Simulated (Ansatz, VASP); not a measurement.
One calculation of In, two programs

The input INCAR:

```
PREC     = Accurate       # precision mode
ENCUT    = 520            # plane-wave cutoff, eV
EDIFF    = 1E-7           # SCF threshold, eV
ISMEAR   = -1             # smearing method
SIGMA    = 0.1            # smearing width, eV
LREAL    = False          # projectors in reciprocal space
LASPH    = True           # aspherical terms in the spheres
NELM     = 100            # most SCF steps
ALGO     = Normal         # electronic algorithm
ISIF     = 2              # what is computed and relaxed
LWAVE    = False          # write WAVECAR
LCHARG   = False          # write CHGCAR
GGA      = CA             # functional
NBANDS   = 12             # bands
```

KPOINTS

```
regular mesh
0
Gamma
  12 12 15
```

POSCAR

```
In
1.0
   -1.6019898026      1.6281983263      2.4755659685
    1.6281983263     -1.6019898026      2.4755659685
    1.5260503434      1.5260503434     -2.4583443292
In
1
Direct
    0.0000000000      0.0000000000      0.0000000000
```

Input for Ansatz:

```yaml
crystal:
  lattice:
    - [-1.6019898026, 1.6281983263, 2.4755659685]
    - [1.6281983263, -1.6019898026, 2.4755659685]
    - [1.5260503434, 1.5260503434, -2.4583443292]
  atoms:
    - { symbol: In, position: [0.0, 0.0, 0.0] }
hamiltonian:
  xc: lda
  pseudopotentials:
    kind: paw
    azcp:
      In: "pseudopotentials/In.paw.azcp"
basis:
  ecutwfc: 420
  fft_grid_basis: typed
kpoints:
  mp_grid: { grid: [12, 12, 15], shift: [0, 0, 0] }
magnetization:
  spin_polarized: false
scf:
  occupations: { method: fermi_dirac, width: 0.1 }
  lower_state_search: "off"
output:
  stress: true
```

Alike in both runs: task single point; functional LDA; k mesh 12 × 12 × 15; occupations fermi-dirac, width 0.1 eV; no spin polarisation.

```csv
,VASP,Ansatz
version,VASP 6.6.1,Ansatz 0.2.0
potentials or method,"VASP PAW LDA potentials, release 64 (In_d), cutoff 520 eV","plane waves (420 eV) with PAW, scalar-relativistic"
valence electrons in the cell,13,13
```

```csv
,VASP,Ansatz,Ansatz less VASP
pressure (GPa),0.1,0.0,-0.03
"traceless stress, the component that is largest in VASP (GPa)",-0.29,-0.28,+0.009
```

Ansatz warns that its potentials were made for another functional, while VASP's fit it. LDA's correlation is that of Perdew and Zunger in VASP and of Perdew and Wang (1992) in Ansatz.
